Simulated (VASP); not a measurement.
A run of VASP 6.6.1:

The input INCAR:

```
  ALGO = Normal
  EDIFF = 1E-7
  ENCUT = 520
  GGA = PE
  ISIF = 2
  ISMEAR = 0
  LASPH = T
  LCHARG = F
  LREAL = F
  LWAVE = F
  NBANDS = 15
  NELM = 100
  PREC = Accurate
  SIGMA = 0.05
```

The input KPOINTS:

```
k-points
0
Gamma
  8 8 8
```

POSCAR

```
KF
1.0
    0.0000000000      2.7105354767      2.5072453159
    2.8054042184      0.0000000000      2.5072453159
    2.8054042184      2.7105354767      0.0000000000
K F
1 1
Direct
    0.0000000000      0.0000000000      0.0000000000
    0.5000000000      0.5000000000      0.5000000000
```

Potentials or basis: VASP PAW PBE potentials, release 64 (K_sv, F).

Run with:

```console
$ cat potpaw_PBE.64/K_sv/POTCAR potpaw_PBE.64/F/POTCAR > POTCAR
$ mpirun -np 1 vasp_std > vasp.out
```

Hardware: 1 thread of Intel Xeon 8259CL, with other jobs on the host.

Estimate the wall time of this run.

It took 97 s on 1 thread of Intel Xeon 8259CL, with other jobs on the host, peak memory 0.19 GiB. Counts: scf iterations 14, k points 95.
